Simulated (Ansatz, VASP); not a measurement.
**One calculation of BiP, two programs**

```
CELL_PARAMETERS angstrom
0.00000 2.90425 2.90425
2.90425 0.00000 2.90425
2.90425 2.90425 0.00000
ATOMIC_POSITIONS crystal
Bi 0.00000 0.00000 0.00000
P 0.50000 0.50000 0.50000
```

Change from the starting cell: volume scaled by 0.98.

Alike in both runs: task single point; functional PBE; k mesh 12 × 12 × 12; occupations fermi-dirac, width 0.05 eV; no spin polarisation.

```csv
,VASP,Ansatz
version,VASP 6.6.1,Ansatz 0.2.0
potentials or method,"VASP PAW PBE potentials, release 64 (Bi_d, P), cutoff 520 eV","all-electron LAPW, scalar-relativistic"
```

|  | VASP | Ansatz | Ansatz less VASP |
| --- | --- | --- | --- |
| pressure (GPa) | 1.5 | 1.5 | +0.07 |

Ansatz ran all-electron here, and VASP with PAW potentials.

Spin-orbit coupling is off throughout.
